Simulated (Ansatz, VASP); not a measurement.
## Two plane-wave programs on GaAs

```xyz
2
Lattice="0.0000 2.8331 2.8331 2.8331 0.0000 2.8331 2.8331 2.8331 0.0000" Properties=species:S:1:pos:R:3 pbc="T T T"
Ga    0.0000    0.0000    0.0000
As    1.4165    1.4165    1.4165
```

Alike in both runs: task single point; functional r2SCAN; k mesh 8 × 8 × 8; no spin polarisation.

|  | VASP | Ansatz |
| --- | --- | --- |
| version | VASP 6.6.1 | Ansatz 0.2.0 |
| potentials or method | VASP PAW PBE potentials, release 64 (Ga_d, As) | plane waves, PAW |
| plane-wave cutoff (eV) | 550 | 500 |
| occupations | gaussian, width 0.01 eV | fixed |
| valence electrons in the cell | 18 | 28 |

VASP gave:

```
gap on the k mesh at the Fermi level (eV) : 0.94
pressure (GPa)                            : 0.1
```

Question: What did Ansatz give for the same quantities?

Answer: gap on the k mesh at the Fermi level (eV): 0.96; pressure (GPa): 0.0.

VASP's potentials were made for PBE, not for r2SCAN. VASP's potentials hold 18 valence electrons a cell and Ansatz's 28, so a difference there can come from the potentials and not from the codes.
